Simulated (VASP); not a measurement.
Crystal: TaN.

```xyz
2
Lattice="2.8653 0.0000 0.0000 -1.4326 2.4814 0.0000 0.0000 0.0000 2.8701" Properties=species:S:1:pos:R:3 pbc="T T T"
Ta    0.0000    1.6543    1.4351
N     0.0000    0.0000    0.0000
```

This cell differs from its parent crystal: volume 10.203 Å^3 an atom, c/a of the conventional cell 1.0017.

Base run:

```yaml
Program: VASP 6.6.1
Functional: PBEsol
Potentials_or_basis: VASP PAW PBE potentials, release 64 (Ta_pv, N)
Cutoff: 520 eV
k_mesh: 21 × 21 × 18
Occupations: gaussian, width 0.15 eV
Spin: no spin polarisation
```

Its results: band gap on the k mesh zero (band 8 reaches 8.90 eV, above the bottom of band 9 at 8.52 eV); pressure 16.7 GPa.

The run is repeated on the same cell with these changes: potentials or basis from VASP PAW PBE potentials, release 64 (Ta_pv, N) to VASP PAW PBE potentials, release 64 (Ta_sv_GW, N); cutoff from 520 eV to 600 eV; further incar settings from ALGO = Normal; EDIFF = 1e-07; NBANDS = 15 to ALGO = Normal; EDIFF = 1e-06; NBANDS = 16; valence electrons from 16 to 18. What comes out?

Band gap on the k mesh zero (band 9 reaches 13.33 eV, above the bottom of band 10 at 12.95 eV); pressure 15.8 GPa.

Caveats: the PAW data sets were made with another functional, which shifts forces and pressure a little; spin-orbit coupling is left out, which moves the levels of the heavy elements.
